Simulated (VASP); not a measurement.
Here is a VASP 6.6.1 calculation.

File INCAR:

```
PREC     = Accurate       # precision mode
ENCUT    = 520            # plane-wave cutoff, eV
EDIFF    = 1E-6           # SCF threshold, eV
ISMEAR   = 0              # smearing method
SIGMA    = 0.1            # smearing width, eV
LREAL    = False          # projectors in reciprocal space
LASPH    = True           # aspherical terms in the spheres
NELM     = 100            # most SCF steps
ALGO     = Normal         # electronic algorithm
ISIF     = 2              # what is computed and relaxed
LWAVE    = False          # write WAVECAR
LCHARG   = False          # write CHGCAR
LDIPOL   = True         
IDIPOL   = 3            
DIPOL    = 0.5 0.5 0.324
GGA      = PE             # functional
NBANDS   = 56             # bands
```

Contents of KPOINTS:

```
Automatic mesh
0
Gamma
  4 5 1
```

POSCAR

```
LiSc8
1.0
    6.6389479791      0.0000000000      0.0000000000
    0.0000000000      5.1626219083      0.0000000000
    0.0000000000      0.0000000000     19.1132872497
Sc Li
8 1
Direct
    0.0000000000      0.7500000000      0.2092784955
    0.5000000000      0.7500000000      0.2092784955
    0.2500000000      0.2500000000      0.2594137541
    0.7500000000      0.2500000000      0.2594137541
    0.2500000000      0.7500000000      0.3452852846
    0.7500000000      0.7500000000      0.3452852846
    0.0000000000      0.2500000000      0.3983243254
    0.5000000000      0.2500000000      0.3983243254
    0.2500000000      0.7500000000      0.4958429562
```

Potentials or basis: VASP PAW PBE potentials, release 64 (Sc_sv, Li_sv).

Command:

```sh
$ cat potpaw_PBE.64/Sc_sv/POTCAR potpaw_PBE.64/Li_sv/POTCAR > POTCAR
$ mpirun -np 1 vasp_std > vasp.out
```

**Question.** Estimate the largest force.

**Answer.** 0.347 eV/Å.

**Question.** What does it give for the band gap on the k mesh?

**Answer.** Zero (an odd number of electrons rules out a gap without spin polarisation).

Forces in eV/Å, atoms in the order of the input:
```
Sc  -0.031  0.000 -0.241
Sc   0.031  0.000 -0.241
Sc   0.000  0.000  0.115
Sc   0.000  0.000  0.191
Sc   0.000  0.000 -0.215
Sc   0.000  0.000  0.153
Sc   0.324  0.000  0.124
Sc  -0.324  0.000  0.124
Li   0.000  0.000 -0.009
```
